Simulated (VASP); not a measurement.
# Si (I4/mmm) in VASP: further runs

Runs on Si. Level: LDA. Tasks: single point.

Everything below comes from runs of VASP 6.6.1. Logs are shortened: lines on timing, memory, paths and dates and some standing lists are left out, and cuts for length are marked.

### 1 The cell of the first run

It takes space group I4/mmm (No. 139, tetragonal). Conventional cell: a = 6.651 Å, b = 6.651 Å, c = 3.845 Å, α = 90.00°, β = 90.00°, γ = 90.00°. Si (site symmetry m2m) has 4 Si at 2.34 to 2.38 Å within 3.1 Å.

### 2 Single point, LDA

File INCAR:

```
PREC = Accurate
ENCUT = 520
EDIFF = 1E-7
ISMEAR = 1
SIGMA = 0.0512
LREAL = F
LASPH = T
NELM = 100
ALGO = Normal
ISIF = 2
LWAVE = F
LCHARG = F
GGA = CA
NBANDS = 16
```

File KPOINTS:

```
regular mesh
0
Gamma
  7 7 7
```

File POSCAR:

```
Si
1.0
   -3.3254440000      3.3254440000      1.9223860000
    3.3254440000     -3.3254440000      1.9223860000
    3.3254440000      3.3254440000     -1.9223860000
Si
4
Direct
    0.1788010000      0.1788010000      0.3576020000
    0.8211990000      0.8211990000      0.6423980000
    0.1788010000      0.8211990000      0.0000000000
    0.8211990000      0.1788010000      0.0000000000
```

Potentials or basis: VASP PAW LDA potentials, release 64 (Si).

Command:

```bash
$ cat potpaw_LDA.64/Si/POTCAR > POTCAR
$ mpirun -np 1 vasp_std > vasp.out
```

OUTCAR:

```text
PREC = Accurate
   ENCUT = 520
   EDIFF = 1E-7
   ISMEAR = 1
   LREAL = F
   LASPH = T
   NELM = 100
   ISIF = 2
   GGA = CA

 ion  position               nearest neighbor table
   1  0.179  0.179  0.358-   2 2.34   2 2.34   3 2.38   4 2.38
   2  0.821  0.821  0.642-   1 2.34   1 2.34   4 2.38   3 2.38
   3  0.179  0.821  0.000-   4 2.34   4 2.34   2 2.38   1 2.38
   4  0.821  0.179  0.000-   3 2.34   3 2.34   2 2.38   1 2.38

  LATTYP: Found a body centered tetragonal cell.
 ALAT       =     6.6508880000
 C/A-ratio  =     0.5780840092

  Lattice vectors:

 A1 = (  -3.3254440000,   3.3254440000,   1.9223860000)
 A2 = (   3.3254440000,  -3.3254440000,   1.9223860000)
 A3 = (   3.3254440000,   3.3254440000,  -1.9223860000)

Analysis of symmetry for initial positions (statically):
=====================================================================
 Subroutine PRICEL returns:
 Original cell was already a primitive cell.

 Routine SETGRP: Setting up the symmetry group for a
 body centered tetragonal supercell.

 Subroutine GETGRP returns: Found 16 space group operations
 (whereof 16 operations were pure point group operations)
 out of a pool of 16 trial point group operations.

The static configuration has the point symmetry D_4h.

Analysis of symmetry for dynamics (positions and initial velocities):
=====================================================================
 Subroutine PRICEL returns:
 Original cell was already a primitive cell.

 Routine SETGRP: Setting up the symmetry group for a
 body centered tetragonal supercell.

 Subroutine GETGRP returns: Found 16 space group operations
 (whereof 16 operations were pure point group operations)
 out of a pool of 16 trial point group operations.

The dynamic configuration has the point symmetry D_4h.

 Subroutine INISYM returns: Found 16 space group operations
 (whereof 16 operations are pure point group operations),
 and found     1 'primitive' translations

----------------------------------------------------------------------------------------

                                     Primitive cell

  volume of cell :      85.0354

  direct lattice vectors                    reciprocal lattice vectors
    -3.325444000  3.325444000  1.922386000     0.000000000  0.150355862  0.260093446
     3.325444000 -3.325444000  1.922386000     0.150355862  0.000000000  0.260093446
     3.325444000  3.325444000 -1.922386000     0.150355862  0.150355862  0.000000000

  length of vectors
     5.080622356  5.080622356  5.080622356     0.300425509  0.300425509  0.212635300

  position of ions in fractional coordinates (direct lattice)
     0.178801000  0.178801000  0.357602000
     0.821199000  0.821199000  0.642398000
     0.178801000  0.821199000  0.000000000
     0.821199000  0.178801000  0.000000000

  ion indices of the primitive-cell ions
   primitive index   ion index
                 1           1
                 2           2
                 3           3
                 4           4

----------------------------------------------------------------------------------------

 KPOINTS: regular mesh

Automatic generation of k-mesh.
 Grid dimensions read from file:
 generate k-points for:    7    7    7

 Generating k-lattice:

  Cartesian coordinates                     Fractional coordinates (reciprocal lattice)
     0.000000000  0.021479409  0.037156207     0.142857143 -0.000000000  0.000000000
     0.021479409  0.000000000  0.037156207    -0.000000000  0.142857143  0.000000000
     0.021479409  0.021479409  0.000000000     0.000000000  0.000000000  0.142857143

  Length of vectors
     0.042917930  0.042917930  0.030376471

  Shift w.r.t. Gamma in fractional coordinates (k-lattice)
     0.000000000  0.000000000  0.000000000

 Subroutine IBZKPT returns following result:
 ===========================================

 Found     40 irreducible k-points:

 Following reciprocal coordinates:
            Coordinates               Weight
  0.000000  0.000000  0.000000      1.000000
  0.142857 -0.000000  0.000000      8.000000
  0.285714 -0.000000  0.000000      8.000000
  0.428571 -0.000000  0.000000      8.000000
  0.142857  0.142857  0.000000      8.000000
  0.285714  0.142857  0.000000     16.000000
[... 16 lines left out ...]
 -0.142857  0.285714  0.142857      8.000000
 -0.428571  0.428571  0.142857      8.000000
 [... further k-points ...]
   k-points           NKPTS =     40   k-points in BZ     NKDIM =     40   number of bands    NBANDS=     16
   number of dos      NEDOS =    301   number of ions     NIONS =      4
   total plane-waves  NPLWV =  64000
   dimension x,y,z NGX =    40 NGY =   40 NGZ =   40
   dimension x,y,z NGXF=    80 NGYF=   80 NGZF=   80
   ions per type =               4
   NGX,Y,Z   is equivalent  to a cutoff of  13.09, 13.09, 13.09 a.u.
   NGXF,Y,Z  is equivalent  to a cutoff of  26.18, 26.18, 26.18 a.u.
 SYSTEM =  unknown system
   PREC   = accura    normal or accurate (medium, high low for compatibility)
   ISTART =      0    job   : 0-new  1-cont  2-samecut
   ICHARG =      2    charge: 1-file 2-atom 10-const
   ISPIN  =      1    spin polarized calculation?
   LNONCOLLINEAR =      F non collinear calculations
   LSORBIT =      F    spin-orbit coupling
   LASPH  =      T    aspherical Exc in radial PAW
   ENCUT  =  520.0 eV  38.22 Ry    6.18 a.u.   9.45  9.45  9.45*2*pi/ulx,y,z
   NELM   =    100;   NELMIN=  2; NELMDL= -5     # of ELM steps
   EDIFF  = 0.1E-06   stopping-criterion for ELM
   LREAL  =      F    real-space projection
   EDIFFG = 0.1E-05   stopping-criterion for IOM
   NSW    =      0    number of steps for IOM
   IBRION =     -1    ionic relax: 0-MD 1-quasi-New 2-CG
   NFREE  =      0    steps in history (QN), initial steepest desc. (CG)
   ISIF   =      2    stress and relaxation
   ISYM   =      2    0-nonsym 1-usesym 2-fastsym
   POTIM  = 0.5000    time-step for ionic-motion
   TEBEG  =    0.0;   TEEND  =   0.0 temperature during run
   PSTRESS=    0.0 pullay stress
   NELECT =      16.0000    total number of electrons
   NUPDOWN=      -1.0000    fix difference up-down
   EMIN   =  10.00;   EMAX   =-10.00  energy-range for DOS
   EFERMI =   0.00;   METHOD = LEGACY
   ISMEAR =     1;   SIGMA  =   0.05  broadening in eV -4-tet -1-fermi 0-gaus
   EFERMI_NEDOS =   21; number of points for ismear=-14 and -15
   IALGO  =     38    algorithm
   IMIX   =      4    mixing-type and parameters
     AMIX     =   0.40;   BMIX     =  1.00
     AMIX_MAG =   1.60;   BMIX_MAG =  1.00
  volume/ion in A,a.u.               =      21.26       143.46
  Fermi-wavevector in a.u.,A,eV,Ry     =   0.938098  1.772748 11.973506  0.880028
  Thomas-Fermi vector in A             =   2.065276
   LORBIT       =      0    0 simple, 1 ext, 2 COOP (PROOUT), +10 PAW based schemes
   GGA     = CA    functional components
   LHFCALC =     F    Hartree Fock is set to
   AEXX    =    0.0000 exact exchange contribution
   IVDW    =     0    specifies the selected vdW correction
   LEPSILON=     F    determine dielectric tensor
   LRPA    =     F    only Hartree local field effects (RPA)
 non-spin polarized calculation
 Methfessel and Paxton  Order N= 1 SIGMA  =   0.05
  energy-cutoff  :      520.00
  volume of cell :       85.04
 maximum number of plane-waves:      2319
 NGX is ok and might be reduce to    40
   NGX = 19   NGY = 19   NGZ = 19

 number of electron      16.0000000 magnetization

 Free energy of the ion-electron system (eV)
  ---------------------------------------------------
  ext. energy  EPLUGINS =         0.00000000
  ---------------------------------------------------
  free energy    TOTEN  =       -23.36819737 eV

  energy without entropy =      -23.36823204  energy(sigma->0) =      -23.36820893

 E-fermi :   5.2499     XC(G=0):  -9.3054

 val. band max:        5.2068345141   @ k =  -0.4286   0.4286   0.4286
 cond. band min:       5.5513087666   @ k =  -0.1429  -0.1429   0.1429
 fundamental gap:      0.3444742525
 Fermi energy:         5.2499354987

 k-point     1 :       0.0000    0.0000    0.0000
  band No.  band energies     occupation
      1      -6.6594      2.00000
      2      -2.4355      2.00000
      3      -0.1951      2.00000
      4      -0.1951      2.00000
      5       1.6132      2.00000
      6       3.8958      2.00000
[... 8 lines left out ...]
     15      10.8065      0.00000
     16      12.0250      0.00000

 k-point     2 :       0.1429   -0.0000    0.0000
  band No.  band energies     occupation
      1      -6.4345      2.00000
      2      -2.4739      2.00000
      3      -0.4820      2.00000
      4       0.0941      2.00000
      5       1.7834      2.00000
      6       2.8087      2.00000
[... 8 lines left out ...]
     15      10.1739      0.00000
     16      13.1548      0.00000

 k-point     3 :       0.2857   -0.0000    0.0000
  band No.  band energies     occupation
      1      -5.7876      2.00000
      2      -2.4150      2.00000
      3      -1.3440      2.00000
      4       0.1005      2.00000
      5       1.4948      2.00000
      6       1.9523      2.00000
[... 8 lines left out ...]
     15      11.5569      0.00000
     16      11.6893      0.00000

 k-point     4 :       0.4286   -0.0000    0.0000
  band No.  band energies     occupation
      1      -4.9021      2.00000
      2      -2.5592      2.00000
      3      -2.1670      2.00000
      4      -0.6086      2.00000
      5       1.0610      2.00000
      6       1.8833      2.00000
[... 8 lines left out ...]
     15      10.9297      0.00000
     16      13.0510      0.00000
[... 324 lines left out ...]
 k-point    22 :      -0.2857    0.2857    0.1429
  band No.  band energies     occupation
      1      -6.1106      2.00000
      2      -3.7756      2.00000
      3      -1.2816      2.00000
      4       1.5079      2.00000
      5       2.3418      2.00000
      6       3.2006      2.00000
[... 8 lines left out ...]
     15      11.9355      0.00000
     16      12.1475      0.00000

 k-point    23 :      -0.1429    0.2857    0.1429
  band No.  band energies     occupation
      1      -5.9966      2.00000
      2      -3.3815      2.00000
      3      -1.5901      2.00000
      4       1.6270      2.00000
      5       2.0346      2.00000
      6       2.4393      2.00000
[... 8 lines left out ...]
     15      10.8935      0.00000
     16      11.9791      0.00000

 k-point    24 :      -0.4286    0.4286    0.1429
  band No.  band energies     occupation
      1      -5.6512      2.00000
      2      -4.5178      2.00000
      3      -1.2649      2.00000
      4       1.7624      2.00000
      5       1.9462      2.00000
      6       3.0393      2.00000
[... 8 lines left out ...]
     15      10.7445      0.00000
     16      12.1737      0.00000

 [... further k-points ...]

------------------------ aborting loop because EDIFF is reached ----------------------------------------

  FORCE on cell =-STRESS in cart. coord.  units (eV):
  Direction    XX          YY          ZZ          XY          YZ          ZX
  --------------------------------------------------------------------------------------
  -------------------------------------------------------------------------------------
  Total       -0.9262990     -0.9262990     -1.0163311      0.0000000      0.0000000      0.0000000
  in kB      -17.4526708    -17.4526708    -19.1489920      0.0000000      0.0000000      0.0000000
  external PRESSURE =     -18.0181112 kB  Pullay stress =       0.0000000 kB

 VOLUME and BASIS-vectors are now :
 -----------------------------------------------------------------------------
  energy-cutoff  :      520.00
  volume of cell :       85.04
      direct lattice vectors                 reciprocal lattice vectors
    -3.325444000  3.325444000  1.922386000     0.000000000  0.150355862  0.260093446
     3.325444000 -3.325444000  1.922386000     0.150355862  0.000000000  0.260093446
     3.325444000  3.325444000 -1.922386000     0.150355862  0.150355862  0.000000000

 POSITION                                       TOTAL-FORCE (eV/Angst)
 -----------------------------------------------------------------------------------
      1.18919      1.18919      0.00000        -0.014148     -0.014148     -0.000000
      2.13626      2.13626      1.92239         0.014148      0.014148      0.000000
      2.13626     -2.13626      1.92239         0.014148     -0.014148     -0.000000
     -2.13626      2.13626      1.92239        -0.014148      0.014148     -0.000000
 -----------------------------------------------------------------------------------
    total drift:                                0.000000     -0.000000      0.000000

  FREE ENERGIE OF THE ION-ELECTRON SYSTEM (eV)
  ---------------------------------------------------
  free  energy   TOTEN  =       -23.3681973712 eV

  energy  without entropy=      -23.3682320361  energy(sigma->0) =      -23.36820893
```

Wall time 34 s (1 thread of AMD EPYC 9R45 (Zen 5), shared host); peak memory 0.17 GiB.

Results:

* Free energy: -23.3682 eV
* Pressure: -1.8 GPa
* Largest force: 0.020 eV/Å
* Band gap on the k mesh: 0.34 eV (least direct gap 0.53 eV)

Forces on the atoms (eV/Å):
```
Si  -0.014 -0.014  0.000
Si   0.014  0.014  0.000
Si   0.014 -0.014  0.000
Si  -0.014  0.014  0.000
```

Caveat: an odd mesh through Γ misses points on the zone boundary, where band edges can lie.

### 3 Single point, LDA

This run uses another cell than the first one, of 22.11 Å³/atom.

File INCAR:

```
ALGO     = Normal         # electronic algorithm
EDIFF    = 1E-7           # SCF threshold, eV
ENCUT    = 520            # plane-wave cutoff, eV
GGA      = CA             # functional
ISIF     = 2              # what is computed and relaxed
ISMEAR   = 1              # smearing method
LASPH    = True           # aspherical terms in the spheres
LCHARG   = True           # write CHGCAR
LELF     = True           # ELF
LREAL    = False          # projectors in reciprocal space
LVHAR    = True         
LWAVE    = False          # write WAVECAR
NBANDS   = 16             # bands
NELM     = 60             # most SCF steps
PREC     = Accurate       # precision mode
SIGMA    = 0.0679         # smearing width, eV
```

File KPOINTS:

```
k-points
0
Gamma
  7 7 7
```

File POSCAR:

```
Si
1.0
   -3.3692048605      3.3692048605      1.9476834537
    3.3692048605     -3.3692048605      1.9476834537
    3.3692048605      3.3692048605     -1.9476834537
Si
4
Direct
    0.1788010000      0.1788010000      0.3576020000
    0.8211990000      0.8211990000      0.6423980000
    0.1788010000      0.8211990000      0.0000000000
    0.8211990000      0.1788010000      0.0000000000
```

Potentials or basis: VASP PAW LDA potentials, release 64 (Si).

Command:

```bash
$ cat potpaw_LDA.64/Si/POTCAR > POTCAR
$ mpirun -np 1 vasp_std > vasp.out
```

Run time: 36 s. Hardware: 1 thread of AMD EPYC 9R45 (Zen 5), shared host; peak memory 0.17 GiB.

It converged, with:

* Free energy: -23.2980 eV
* Pressure: -4.7 GPa
* Largest force: 0.072 eV/Å
* Band gap on the k mesh: 0.46 eV (least direct gap 0.57 eV)

Forces in eV/Å, atoms in the order of the input:
```
Si  -0.051 -0.051  0.000
Si   0.051  0.051  0.000
Si   0.051 -0.051  0.000
Si  -0.051  0.051  0.000
```

Stress tensor (GPa, compression positive):
```
-4.62  0.00  0.00
 0.00 -4.62  0.00
 0.00  0.00 -4.94
```

Levels at points of the mesh, in eV from the valence-band top:
| k point | band 4 | band 5 | band 6 | band 7 | band 8 | band 9 | band 10 | band 11 | band 12 | band 13 |
| --- | --- | --- | --- | --- | --- | --- | --- | --- | --- | --- |
| (0.00, 0.00, 0.00) | -5.30 | -3.44 | -1.26 | -1.26 | -0.34 | 1.58 | 1.58 | 1.61 | 2.43 | 2.43 |

Caveat: the cell stands under tension; an odd mesh through Γ misses points on the zone boundary, where band edges can lie.

### 4 Single point, LDA

This run uses another cell than the first one, of 22.96 Å³/atom.

File INCAR:

```
  PREC = Accurate
  ENCUT = 520
  EDIFF = 1E-7
  ISMEAR = 1
  SIGMA = 0.0801
  LREAL = False
  LASPH = True
  NELM = 100
  ALGO = Normal
  ISIF = 2
  LWAVE = False
  LCHARG = False
  GGA = CA
  NBANDS = 16
```

File KPOINTS:

```
regular mesh
0
Gamma
  7 7 7
```

File POSCAR:

```
Si
1.0
   -3.4118575512      3.4118575512      1.9723402921
    3.4118575512     -3.4118575512      1.9723402921
    3.4118575512      3.4118575512     -1.9723402921
Si
4
Direct
    0.1788010000      0.1788010000      0.3576020000
    0.8211990000      0.8211990000      0.6423980000
    0.1788010000      0.8211990000      0.0000000000
    0.8211990000      0.1788010000      0.0000000000
```

Command:

```bash
$ cat potpaw_LDA.64/Si/POTCAR > POTCAR
$ mpirun -np 1 vasp_std > vasp.out
```

Run time: 38 s. Hardware: 1 thread of AMD EPYC 9R45 (Zen 5), shared host; peak memory 0.17 GiB.

Results (log left out):

```
Free energy            : -23.1720 eV
Pressure               : -7.1 GPa
Largest force          : 0.117 eV/Å
Band gap on the k mesh : 0.56 eV (least direct gap 0.59 eV)
```

Forces on the atoms (eV/Å):
```
Si  -0.083 -0.083  0.000
Si   0.083  0.083  0.000
Si   0.083 -0.083  0.000
Si  -0.083  0.083  0.000
```

Stress tensor (GPa, compression positive):
```
-6.94  0.00  0.00
 0.00 -6.94  0.00
 0.00  0.00 -7.36
```

Levels at points of the mesh, in eV from the valence-band top:
```tsv
k point	band 5	band 6	band 7	band 8	band 9	band 10	band 11	band 12
(0.00, 0.00, 0.00)	-3.29	-1.22	-1.22	-0.31	1.49	1.49	1.65	2.44
```

Caveat: the cell stands under tension; an odd mesh through Γ misses points on the zone boundary, where band edges can lie.

### 5 Single point, LDA

This run uses another cell than the first one, of 23.81 Å³/atom.

File INCAR:

```
PREC     = Accurate       # precision mode
ENCUT    = 520            # plane-wave cutoff, eV
EDIFF    = 1E-7           # SCF threshold, eV
ISMEAR   = 1              # smearing method
SIGMA    = 0.078          # smearing width, eV
LREAL    = False          # projectors in reciprocal space
LASPH    = True           # aspherical terms in the spheres
NELM     = 100            # most SCF steps
ALGO     = Normal         # electronic algorithm
ISIF     = 2              # what is computed and relaxed
LWAVE    = False          # write WAVECAR
LCHARG   = False          # write CHGCAR
GGA      = CA             # functional
NBANDS   = 16             # bands
```

KPOINTS is that of step 4.

File POSCAR:

```
Si
1.0
   -3.4534696712      3.4534696712      1.9963955933
    3.4534696712     -3.4534696712      1.9963955933
    3.4534696712      3.4534696712     -1.9963955933
Si
4
Direct
    0.1788010000      0.1788010000      0.3576020000
    0.8211990000      0.8211990000      0.6423980000
    0.1788010000      0.8211990000      0.0000000000
    0.8211990000      0.1788010000      0.0000000000
```

Command:

```bash
$ cat potpaw_LDA.64/Si/POTCAR > POTCAR
$ mpirun -np 1 vasp_std > vasp.out
```

Wall time 36 s (1 thread of AMD EPYC 9R45 (Zen 5), shared host); peak memory 0.17 GiB.

The run converged. Its results:

```
Free energy            : -23.0014 eV
Pressure               : -8.9 GPa
Largest force          : 0.156 eV/Å
Band gap on the k mesh : 0.56 eV (least direct gap 0.61 eV)
```

Forces in eV/Å, atoms in the order of the input:
```
Si  -0.110 -0.110  0.000
Si   0.110  0.110  0.000
Si   0.110 -0.110  0.000
Si  -0.110  0.110  0.000
```

Stress tensor (GPa, compression positive):
```
-8.78  0.00  0.00
 0.00 -8.78  0.00
 0.00  0.00 -9.29
```

Levels at points of the mesh, in eV from the valence-band top:
```csv
k point,band 4,band 5,band 6,band 7,band 8,band 9,band 10,band 11,band 12,band 13
"(0.00, 0.00, 0.00)",-5.14,-3.16,-1.18,-1.18,-0.28,1.40,1.40,1.68,2.44,2.44
```

Caveat: the cell stands under tension; an odd mesh through Γ misses points on the zone boundary, where band edges can lie.

### 6 The runs side by side

| cell | smearing | gap on the mesh (eV) | pressure (GPa) | largest force (eV/Å) |
| --- | --- | --- | --- | --- |
| a = 5.081 Å, angles 98.2, 98.2, 135.5°, 4 atoms | methfessel-paxton 0.0512 eV | 0.34 | -1.8 | 0.02 |
| a = 5.147 Å, angles 98.2, 98.2, 135.5°, 4 atoms | methfessel-paxton 0.0679 eV | 0.46 | -4.7 | 0.07 |
| a = 5.213 Å, angles 98.2, 98.2, 135.5°, 4 atoms | methfessel-paxton 0.0801 eV | 0.56 | -7.1 | 0.12 |
| a = 5.276 Å, angles 98.2, 98.2, 135.5°, 4 atoms | methfessel-paxton 0.078 eV | 0.56 | -8.9 | 0.16 |

Alike in all rows: task single point; level LDA; potentials or basis VASP PAW LDA potentials, release 64 (Si); no spin polarisation; k mesh 7 × 7 × 7; cutoff (eV) 520.

Caveats: an odd mesh through Γ misses points on the zone boundary, where band edges can lie; the cell stands under tension (at least some runs).

Absolute energies hang on the potentials; compare differences alone.
